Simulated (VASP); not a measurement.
Sc2Ge:

```
Sc Ge
1.0
    -3.15024    3.49146    3.13129
     3.15024   -3.49146    3.13129
     3.15024    3.49146   -3.13129
Sc Ge
4 2
Cartesian
  1.5751 4.0088 1.5656
  1.5751 2.9741 -1.5656
  1.5751 -0.5173 1.5656
  -1.5751 4.0088 1.5656
  0.0000 0.0000 3.1313
  3.1502 0.0000 0.0000
```

The cell was generated, and may not be a known phase.

- Program: VASP 6.6.1
- Task: relaxation of cell and atoms
- Functional: PBE
- Potentials or basis: VASP PAW PBE potentials, release 64 (Sc_sv, Ge_d)
- Cutoff: 600 eV
- k mesh: 4 × 4 × 4
- Occupations: gaussian, width 0.1 eV
- Spin: no spin polarisation

At the start: pressure 31.7 GPa; volume 22.96 Å³/atom.

Problem. Where does the relaxation end?

Solution. Over 25 steps the energy falls by 1202.0 meV/atom and the volume is 28.28 Å³/atom (+23.2 %); space group Imma (No. 74, to 0.1 Å) before, P4/mmm (No. 123, to 0.1 Å).

Step by step:
| step | energy change (eV) | largest force (eV/Å) | pressure (GPa) | volume (Å³) |
| --- | --- | --- | --- | --- |
| 1 | 0.0000 | 0.5096 | 31.71 | 137.76 |
| 2 | -3.9206 | 1.7422 | -3.04 | 246.96 |
| 3 | -5.0664 | 1.9191 | 0.92 | 194.39 |
| 4 | -5.0704 | 1.9373 | 0.39 | 196.60 |
| 5 | -5.6625 | 0.9548 | -0.91 | 205.51 |
| 6 | -5.7787 | 0.5469 | -1.63 | 210.43 |
| 7 | -5.7947 | 0.4093 | -1.89 | 212.58 |
| 8 | -5.9488 | 0.3932 | -0.13 | 200.34 |
| 9 | -5.9756 | 0.3817 | 1.14 | 193.41 |
| 10 | -6.0782 | 0.4269 | 1.16 | 190.29 |
| 11 | -6.4029 | 0.6082 | 1.32 | 180.74 |
| 12 | -6.9293 | 0.7767 | 2.71 | 160.76 |
| 13 | -6.8269 | 0.4854 | 4.27 | 153.75 |
| 14 | -6.9262 | 0.7470 | 2.99 | 159.11 |
| 15 | -7.0368 | 0.0720 | 0.19 | 166.01 |
| 16 | -7.0581 | 0.1876 | 0.90 | 164.03 |
| 17 | -7.1318 | 0.0782 | 0.24 | 167.55 |
| 18 | -7.1486 | 0.0011 | -0.26 | 170.95 |
| 19 | -7.1492 | 0.0137 | -0.19 | 170.37 |
| 20 | -7.1700 | 0.0083 | -0.13 | 170.19 |
| 21 | -7.2053 | 0.0779 | 0.11 | 169.39 |
| 22 | -7.2084 | 0.1080 | 0.23 | 168.98 |
| 23 | -7.2106 | 0.0164 | -0.33 | 170.98 |
| 24 | -7.2111 | 0.0463 | -0.17 | 170.35 |
| 25 | -7.2117 | 0.0285 | 0.06 | 169.67 |

Final structure:
```
Sc Ge
1.0
    -3.73224    3.04762    3.72915
     3.73224   -3.04762    3.72915
     3.73224    3.04762   -3.72915
Sc Ge
4 2
Direct
  0.75052 0.50000 0.75052
  0.24948 0.00000 0.74948
  0.24948 0.50000 0.24948
  0.75052 0.00000 0.25052
  0.50000 0.50000 0.00000
  0.00000 0.50000 0.50000
```

Caveat: the volume moved by over 15 % at a fixed basis, so the end points are rough.
